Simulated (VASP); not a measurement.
Crystal: Co.

```
CELL_PARAMETERS angstrom
0.00000 1.79170 1.79170
1.79170 0.00000 1.79170
1.79170 1.79170 0.00000
ATOMIC_POSITIONS crystal
Co 0.00000 0.00000 0.00000
```

Base run:

- Program: VASP 6.6.1
- Functional: r2SCAN
- Potentials or basis: VASP PAW PBE potentials, release 64 (Co)
- Cutoff: 520 eV
- k mesh: 14 × 14 × 14
- Occupations: gaussian, width 0.1 eV
- Spin: collinear spin, ferromagnetic start
- Starting moments: [0.3] μB

Its results: pressure -29.0 GPa.

Task: The run is repeated on the same cell with these changes: moments at the start from [0.3] to [0.46]; fixed moment from none to 0.46 μB. What comes out?

Result: Pressure -27.8 GPa; site moments Co +0.49 μB.

Caveats: the PAW data sets were made with another functional, which shifts forces and pressure a little; the total moment is fixed, so each spin has its own Fermi level (some runs).
